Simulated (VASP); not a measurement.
# LiTe6Ru in VASP: notebook

LiTe6Ru is run at these levels: PBE; tasks: single point.

Everything below comes from runs of VASP 6.6.1. Logs are shortened: lines on timing, memory, paths and dates and some standing lists are left out, and cuts for length are marked.

### Step 1. The cell of the first run

The cell holds a disordered packing, 8 atoms: a = 7.379 Å, b = 6.276 Å, c = 6.371 Å, α = 106.99°, β = 101.01°, γ = 93.47°.

### Step 2. Single point, PBE

Contents of INCAR:

```
PREC = Accurate
ENCUT = 520
EDIFF = 1E-7
ISMEAR = -1
SIGMA = 0.05
LREAL = F
LASPH = T
NELM = 60
ALGO = Normal
ISIF = 2
LWAVE = F
LCHARG = F
GGA = PE
NBANDS = 36
```

Contents of KPOINTS:

```
Automatic mesh
0
Gamma
  2 3 3
```

Contents of POSCAR:

```
LiTe6Ru
1.0
    7.2670950000     -0.4310290000     -1.2040560000
   -0.0820200000      6.2616440000     -0.4102350000
   -0.2955070000     -1.4635170000      6.1933100000
Li Ru Te
1 1 6
Direct
    0.4616102045      0.4236892047      0.4280582883
    0.0504871558      0.4012698426      0.3509453421
    0.4883058062      0.9364072769      0.4560384633
    0.7653779980      0.3601734324      0.8708294464
    0.4489330178      0.0200228282      0.9565851796
    0.8626091187      0.8552526277      0.2604526896
    0.9572008775      0.8278651839      0.7666086040
    0.3043960807      0.5045504022      0.9693679408
```

Potentials or basis: VASP PAW PBE potentials, release 64 (Li_sv, Ru_pv, Te).

The run is started by

```console
$ cat potpaw_PBE.64/Li_sv/POTCAR potpaw_PBE.64/Ru_pv/POTCAR potpaw_PBE.64/Te/POTCAR > POTCAR
$ mpirun -np 1 vasp_std > vasp.out
```

OUTCAR:

```text
PREC = Accurate
   ENCUT = 520
   EDIFF = 1E-7
   ISMEAR = -1
   LREAL = F
   LASPH = T
   NELM = 60
   ISIF = 2
   GGA = PE

 ion  position               nearest neighbor table
   1  0.462  0.424  0.428-   2 2.97   8 3.13   3 3.13
   2  0.050  0.401  0.351-   1 2.97   4 3.30   7 3.38   6 3.39   6 3.46   8 3.51
   3  0.488  0.936  0.456-   1 3.13   5 3.15   6 3.25   5 3.34   4 3.38   8 3.44
   4  0.765  0.360  0.871-   2 3.30   5 3.30   6 3.30   3 3.38   7 3.47   7 3.64
   5  0.449  0.020  0.957-   3 3.15   8 3.27   4 3.30   3 3.34   8 3.37   7 3.61   6 3.66
   6  0.863  0.855  0.260-   7 3.22   3 3.25   4 3.30   7 3.31   2 3.39   2 3.46   5 3.66
   7  0.957  0.828  0.767-   6 3.22   6 3.31   2 3.38   4 3.47   5 3.61   4 3.64   8 3.64
   8  0.304  0.505  0.969-   1 3.13   5 3.27   5 3.37   3 3.44   2 3.51   7 3.64

  LATTYP: Found a triclinic cell.
 ALAT       =     6.2756040043
 B/A-ratio  =     1.5889363364
 C/A-ratio  =     1.0151592430
 COS(alpha) =     0.0426084573
 COS(beta)  =     0.2921568707
 COS(gamma) =     0.6741132204

  Lattice vectors:

 A1 = (   0.0820200000,  -6.2616440000,   0.4102350000)
 A2 = (   7.3491150000,  -6.6926730000,  -0.7938210000)
 A3 = (  -0.2955070000,  -1.4635170000,   6.1933100000)

Analysis of symmetry for initial positions (statically):
=====================================================================
 Subroutine PRICEL returns:
 Original cell was already a primitive cell.

 Routine SETGRP: Setting up the symmetry group for a
 triclinic supercell.

 Subroutine GETGRP returns: Found  1 space group operations
 (whereof  1 operations were pure point group operations)
 out of a pool of  2 trial point group operations.

The static configuration has the point symmetry C_1 .

Analysis of symmetry for dynamics (positions and initial velocities):
=====================================================================
 Subroutine PRICEL returns:
 Original cell was already a primitive cell.

 Routine SETGRP: Setting up the symmetry group for a
 triclinic supercell.

 Subroutine GETGRP returns: Found  1 space group operations
 (whereof  1 operations were pure point group operations)
 out of a pool of  2 trial point group operations.

The dynamic configuration has the point symmetry C_1 .

 Subroutine INISYM returns: Found  1 space group operations
 (whereof  1 operations are pure point group operations),
 and found     1 'primitive' translations
[... 94 lines left out ...]
   EDIFFG = 0.1E-05   stopping-criterion for IOM
   NSW    =      0    number of steps for IOM
   IBRION =     -1    ionic relax: 0-MD 1-quasi-New 2-CG
   NFREE  =      0    steps in history (QN), initial steepest desc. (CG)
   ISIF   =      2    stress and relaxation
   ISYM   =      2    0-nonsym 1-usesym 2-fastsym
   POTIM  = 0.5000    time-step for ionic-motion
   TEBEG  =    0.0;   TEEND  =   0.0 temperature during run
   PSTRESS=    0.0 pullay stress
   NELECT =      53.0000    total number of electrons
   NUPDOWN=      -1.0000    fix difference up-down
   EMIN   =  10.00;   EMAX   =-10.00  energy-range for DOS
   EFERMI =   0.00;   METHOD = LEGACY
   ISMEAR =    -1;   SIGMA  =   0.05  broadening in eV -4-tet -1-fermi 0-gaus
   EFERMI_NEDOS =   21; number of points for ismear=-14 and -15
   IALGO  =     38    algorithm
   IMIX   =      4    mixing-type and parameters
     AMIX     =   0.40;   BMIX     =  1.00
     AMIX_MAG =   1.60;   BMIX_MAG =  1.00
  volume/ion in A,a.u.               =      34.35       231.82
  Fermi-wavevector in a.u.,A,eV,Ry     =   0.945847  1.787391 12.172129  0.894626
  Thomas-Fermi vector in A             =   2.073788
   LORBIT       =      0    0 simple, 1 ext, 2 COOP (PROOUT), +10 PAW based schemes
   GGA     = PE    functional components
   LHFCALC =     F    Hartree Fock is set to
   AEXX    =    0.0000 exact exchange contribution
   IVDW    =     0    specifies the selected vdW correction
   LEPSILON=     F    determine dielectric tensor
   LRPA    =     F    only Hartree local field effects (RPA)
 non-spin polarized calculation
  energy-cutoff  :      520.00
  volume of cell :      274.81
 maximum number of plane-waves:      7420
 NGX is ok and might be reduce to    56
   NGX = 27   NGY = 23   NGZ = 23

 number of electron      52.9999999 magnetization

 Free energy of the ion-electron system (eV)
  ---------------------------------------------------
  ext. energy  EPLUGINS =         0.00000000
  ---------------------------------------------------
  free energy    TOTEN  =       -24.79389084 eV

  energy without entropy =      -24.69634829  energy(sigma->0) =      -24.74511957

 E-fermi :   4.3124     XC(G=0):  -8.6621

 val. band max:        4.3073361503   @ k =   0.5000   0.3333   0.3333
 cond. band min:       4.3286637875   @ k =  -0.0000  -0.3333   0.3333
 fundamental gap:      0.0213276372
 Fermi energy:         4.3124138671

 k-point     1 :       0.0000    0.0000    0.0000
  band No.  band energies     occupation
      1     -42.7774      2.00000
      2     -37.2697      2.00000
      3     -37.2462      2.00000
      4     -37.0349      2.00000
      5      -8.2485      2.00000
      6      -7.0067      2.00000
[... 379 lines left out ...]
     35       7.9075      0.00000
     36       8.7978      0.00000

------------------------ aborting loop because EDIFF is reached ----------------------------------------

  FORCE on cell =-STRESS in cart. coord.  units (eV):
  Direction    XX          YY          ZZ          XY          YZ          ZX
  --------------------------------------------------------------------------------------
  -------------------------------------------------------------------------------------
  Total       -7.6626190    -12.5237690    -11.6686849      0.4816931      0.9421758     -0.2170408
  in kB      -44.6734916    -73.0142646    -68.0290771      2.8082973      5.4929372     -1.2653597
  external PRESSURE =     -61.9056111 kB  Pullay stress =       0.0000000 kB

 VOLUME and BASIS-vectors are now :
 -----------------------------------------------------------------------------
  energy-cutoff  :      520.00
  volume of cell :      274.81
      direct lattice vectors                 reciprocal lattice vectors
     7.267095000 -0.431029000 -1.204056000     0.138930327  0.002289563  0.007169946
    -0.082020000  6.261644000 -0.410235000     0.016126042  0.162479573  0.039164353
    -0.295507000 -1.463517000  6.193310000     0.028077936  0.011207508  0.165452659

 POSITION                                       TOTAL-FORCE (eV/Angst)
 -----------------------------------------------------------------------------------
      3.19332      1.82755      1.92148        -0.112585      0.012427      0.032177
      0.23028      1.97723      1.94811        -0.777169      0.950778     -0.515341
      3.33700      4.98555      1.85229         0.188195     -0.118237      0.399299
      5.27520      0.65090      4.32400         0.271880     -0.467630      0.790866
      2.97812     -1.46811      5.37567        -0.018888      0.478330     -0.363663
      6.12155      4.60230      0.22358         0.549627      0.197103      0.237230
      6.66163      3.64927      3.25570         0.444992     -0.714621     -0.593900
      1.88424      1.60942      5.43010        -0.546053     -0.338151      0.013332
 -----------------------------------------------------------------------------------
    total drift:                                0.000402     -0.000026     -0.000970

  FREE ENERGIE OF THE ION-ELECTRON SYSTEM (eV)
  ---------------------------------------------------
  free  energy   TOTEN  =       -24.7938908398 eV

  energy  without entropy=      -24.6963482924  energy(sigma->0) =      -24.74511957
```

OSZICAR:

```text
N       E                     dE             d eps       ncg     rms          rms(c)
DAV:   1     0.275361271789E+03    0.27536E+03   -0.22030E+04   832   0.122E+03
DAV:   2     0.282143362301E+00   -0.27508E+03   -0.26469E+03   848   0.230E+02
DAV:   3    -0.238316629475E+02   -0.24114E+02   -0.23387E+02  1036   0.588E+01
DAV:   4    -0.249763832474E+02   -0.11447E+01   -0.11260E+01  1016   0.124E+01
[... 10 lines left out ...]
DAV:  15    -0.247938896653E+02   -0.33369E-05   -0.45297E-06   768   0.886E-03    0.349E-03
DAV:  16    -0.247938904535E+02   -0.78821E-06   -0.61621E-07   852   0.317E-03    0.197E-03
DAV:  17    -0.247938907500E+02   -0.29641E-06   -0.11944E-07   520   0.138E-03    0.107E-03
DAV:  18    -0.247938908598E+02   -0.10980E-06   -0.10490E-07   524   0.126E-03    0.520E-04
DAV:  19    -0.247938908398E+02    0.19940E-07   -0.14677E-08   472   0.493E-04
   1 F= -.24793891E+02 E0= -.24745120E+02  d E =-.975425E-01
```

Run time: 1.9 min. Hardware: 1 thread of AMD EPYC 7R43 (Zen 3), shared host; peak memory 0.34 GiB.

What came out:

```yaml
Free_energy: -24.7939 eV
Largest_force: 1.332 eV/Å
Band_gap_on_the_k_mesh: zero (an odd number of electrons rules out a gap without spin polarisation)
```

Forces in eV/Å, atoms in the order of the input:
```
Li  -0.113  0.012  0.032
Ru  -0.777  0.951 -0.515
Te   0.188 -0.118  0.399
Te   0.272 -0.468  0.791
Te  -0.019  0.478 -0.364
Te   0.550  0.197  0.237
Te   0.445 -0.715 -0.594
Te  -0.546 -0.338  0.013
```

Caveat: the k points lie up to 0.44 Å⁻¹ apart, too coarse for converged energies and pressures of a metal; the cutoff is under 1.25 times the usual one of these potentials, so pressure, stress and relaxed cells hold a basis-set (Pulay) error; spin-orbit coupling is left out, which moves the levels of the heavy elements.

### Step 3. Single point, PBE

Contents of INCAR:

```
ALGO = Normal ; EDIFF = 1E-6
ENCUT = 520 ; GGA = PE
ISIF = 2 ; ISMEAR = -1
LASPH = T ; LCHARG = F
LREAL = F ; LWAVE = F
NBANDS = 36 ; NELM = 100
PREC = Accurate ; SIGMA = 0.05
```

Contents of KPOINTS:

```
k-points
0
Gamma
  2 3 3
```

Contents of POSCAR:

```
LiTe6Ru
1.0
    7.2670950000     -0.4310290000     -1.2040560000
   -0.0820200000      6.2616440000     -0.4102350000
   -0.2955070000     -1.4635170000      6.1933100000
Li Ru Te
1 1 6
Direct
    0.4108717298      0.4157407706      0.4310247649
    0.0467852028      0.4222585336      0.3429525139
    0.4908358190      0.9348553975      0.4598526825
    0.7695478408      0.3594624418      0.8815363303
    0.4425593157      0.0192922809      0.9412678468
    0.8618719376      0.8590642731      0.2657392105
    0.9682197565      0.8205041263      0.7615257943
    0.2994800597      0.4949007969      0.9761301132
```

Potentials or basis: VASP PAW PBE potentials, release 64 (Li_sv, Ru_pv, Te).

The run is started by

```console
$ cat potpaw_PBE.64/Li_sv/POTCAR potpaw_PBE.64/Ru_pv/POTCAR potpaw_PBE.64/Te/POTCAR > POTCAR
$ mpirun -np 1 vasp_std > vasp.out
```

It took 99 s on 1 thread of AMD EPYC 7R43 (Zen 3), shared host; peak memory 0.34 GiB.

The run converged. Its results:

```yaml
Free_energy: -25.3100 eV
Largest_force: 1.963 eV/Å
Band_gap_on_the_k_mesh: zero (an odd number of electrons rules out a gap without spin polarisation)
```

Forces on the atoms (eV/Å):
```
Li   0.157 -0.021  0.031
Ru  -1.203  1.372 -0.725
Te   0.201 -0.133  0.317
Te   0.371 -0.420  0.962
Te  -0.022  0.582 -0.280
Te   0.646 -0.157  0.202
Te   0.498 -0.805 -0.735
Te  -0.648 -0.419  0.228
```

Levels at points of the mesh, in eV from the Fermi level:
| k point | band 23 | band 24 | band 25 | band 26 | band 27 | band 28 | band 29 | band 30 |
| --- | --- | --- | --- | --- | --- | --- | --- | --- |
| (0.00, 0.00, 0.00) | -0.58 | -0.45 | -0.04 | 0.02 | 0.32 | 0.41 | 0.56 | 0.74 |
| (0.50, 0.00, 0.00) | -0.60 | -0.54 | -0.40 | -0.28 | 0.12 | 0.23 | 0.44 | 0.78 |

Caveat: the k points lie up to 0.44 Å⁻¹ apart, too coarse for converged energies and pressures of a metal; the cutoff is under 1.25 times the usual one of these potentials, so pressure, stress and relaxed cells hold a basis-set (Pulay) error; spin-orbit coupling is left out, which moves the levels of the heavy elements.

### Step 4. Single point, PBE

Contents of INCAR:

```
PREC = Accurate ; ENCUT = 520
EDIFF = 1E-6 ; ISMEAR = -1
SIGMA = 0.05 ; LREAL = F
LASPH = T ; NELM = 80
ALGO = Normal ; ISIF = 2
LWAVE = F ; LCHARG = F
GGA = PE ; NBANDS = 36
```

Contents of KPOINTS:

```
Automatic mesh
0
Gamma
  2 3 3
```

Contents of POSCAR:

```
LiTe6Ru
1.0
    7.2670950000     -0.4310290000     -1.2040560000
   -0.0820200000      6.2616440000     -0.4102350000
   -0.2955070000     -1.4635170000      6.1933100000
Li Ru Te
1 1 6
Direct
    0.3750635796      0.4079076743      0.4390084717
    0.0369847873      0.4486805171      0.3302026230
    0.4940814508      0.9331931810      0.4650899503
    0.7752309749      0.3580705757      0.8965276386
    0.4363614088      0.0210150375      0.9255623691
    0.8638582013      0.8624854316      0.2722221819
    0.9804922125      0.8090973733      0.7532677344
    0.2922010229      0.4837154611      0.9830469340
```

The run is started by

```console
$ cat potpaw_PBE.64/Li_sv/POTCAR potpaw_PBE.64/Ru_pv/POTCAR potpaw_PBE.64/Te/POTCAR > POTCAR
$ mpirun -np 1 vasp_std > vasp.out
```

Wall time 93 s (1 thread of AMD EPYC 7R43 (Zen 3), shared host); peak memory 0.34 GiB.

Results (log left out):

| Quantity | Value |
| --- | --- |
| Free energy | -26.1567 eV |
| Largest force | 2.704 eV/Å |
| Band gap on the k mesh | zero (an odd number of electrons rules out a gap without spin polarisation) |

Forces on the atoms (eV/Å):
```
Li   0.467 -0.099  0.043
Ru  -1.663  1.865 -1.034
Te   0.176 -0.152  0.178
Te   0.551 -0.388  1.149
Te  -0.114  0.663 -0.166
Te   0.804 -0.520  0.193
Te   0.512 -0.852 -0.946
Te  -0.732 -0.516  0.583
```

Levels at points of the mesh, in eV from the Fermi level:
```csv
k point,band 24,band 25,band 26,band 27,band 28,band 29
"(0.00, 0.00, 0.00)",-0.54,-0.10,-0.03,0.27,0.46,0.57
"(0.50, 0.00, 0.00)",-0.68,-0.43,-0.25,0.07,0.30,0.52
```

Caveat: the k points lie up to 0.44 Å⁻¹ apart, too coarse for converged energies and pressures of a metal; the cutoff is under 1.25 times the usual one of these potentials, so pressure, stress and relaxed cells hold a basis-set (Pulay) error; spin-orbit coupling is left out, which moves the levels of the heavy elements.

### Step 5. Summary

```csv
cell,gap on the mesh (eV),largest force (eV/Å)
"as given, atomic positions A",none,1.33
"as given, atomic positions B",none,1.96
"as given, atomic positions C",none,2.70
```

Alike in all rows: task single point; level PBE; potentials or basis VASP PAW PBE potentials, release 64 (Li_sv, Ru_pv, Te); no spin polarisation; k mesh 2 × 3 × 3; cutoff (eV) 520; smearing fermi-dirac 0.05 eV.

Caveats: all runs use coarse meshes; the cutoff is under 1.25 times the usual one of these potentials, so pressure, stress and relaxed cells hold a basis-set (Pulay) error; spin-orbit coupling is left out, which moves the levels of the heavy elements.

Total energies depend on the potentials used, so only differences within one code and one set of settings carry meaning.
